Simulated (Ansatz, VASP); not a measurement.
One calculation of BiCl4F, two programs

INCAR

```
ALGO     = Normal         # electronic algorithm
EDIFF    = 1E-7           # SCF threshold, eV
EDIFFG   = -0.04          # ionic threshold
ENCUT    = 600            # plane-wave cutoff, eV
GGA      = PE             # functional
IBRION   = 2              # ionic algorithm
ISIF     = 3              # what is computed and relaxed
ISMEAR   = 0              # smearing method
LASPH    = T              # aspherical terms in the spheres
LCHARG   = F              # write CHGCAR
LREAL    = F              # projectors in reciprocal space
LWAVE    = F              # write WAVECAR
NELM     = 100            # most SCF steps
NSW      = 90             # ionic steps
PREC     = Accurate       # precision mode
SIGMA    = 0.1            # smearing width, eV
```

File KPOINTS:

```
k-points
0
Gamma
  4 4 4
```

File POSCAR:

```
BiCl4F
1.0
    0.0000000000      4.4327019400      4.4327019400
    4.4327019400      0.0000000000      4.4327019400
    4.4327019400      4.4327019400      0.0000000000
Bi Cl F
1 4 1
Direct
    0.7500000000      0.7500000000      0.7500000000
    0.8760569700      0.3746476800      0.3746476800
    0.3746476800      0.3746476800      0.3746476800
    0.3746476800      0.8760569700      0.3746476800
    0.3746476800      0.3746476800      0.8760569700
    0.0000000000      0.0000000000      0.0000000000
```

Input for Ansatz:

```yaml
crystal:
  lattice:
    - [0.0, 4.43270194, 4.43270194]
    - [4.43270194, 0.0, 4.43270194]
    - [4.43270194, 4.43270194, 0.0]
  atoms:
    - { symbol: Bi, position: [0.75, 0.75, 0.75] }
    - { symbol: Cl, position: [0.87605697, 0.37464768, 0.37464768] }
    - { symbol: Cl, position: [0.37464768, 0.37464768, 0.37464768] }
    - { symbol: Cl, position: [0.37464768, 0.87605697, 0.37464768] }
    - { symbol: Cl, position: [0.37464768, 0.37464768, 0.87605697] }
    - { symbol: F, position: [0.0, 0.0, 0.0] }
basis:
  ecutwfc: 420
kpoints:
  mp_grid: { grid: [4, 4, 4] }
hamiltonian:
  xc: pbe
scf:
  occupations: { method: gaussian, width: 0.1 }
  lower_state_search: "off"
output:
  forces: true
  stress: true
  eigenvalues: true
relax:
  adjacent_minimum: "off"
  f_tol: 0.04
  max_steps: 70
  cell: { stress_tol: 0.4 }
```

Change from the starting cell: species swapped into the CaDyAl4 type (F-43m, No. 216).

Alike in both runs: task relaxation of cell and atoms; functional PBE; k mesh 4 × 4 × 4; occupations gaussian, width 0.1 eV; no spin polarisation.

|  | VASP | Ansatz |
| --- | --- | --- |
| version | VASP 6.6.1 | Ansatz 0.2.0 |
| potentials or method | VASP PAW PBE potentials, release 64 (Bi_d, Cl, F), cutoff 600 eV | scalar-relativistic, plane waves, PAW |
| valence electrons in the cell | 50 | 50 |

```tsv
	VASP	Ansatz	Ansatz less VASP
gap on the k mesh at the Fermi level, each at its own relaxed structure (eV)	none	none	-
relaxed volume (Å³/atom)	20.97	21.07	+0.105
relaxed cell length with the largest relative difference (Å)	5.625	5.634	+0.0094
```

A gap of «none» marks a metal or a gap that the smearing closes.

Neither program's run includes spin-orbit coupling. Noted on VASP's run: the volume moved by over 15 % at a fixed basis, so the end points are rough.
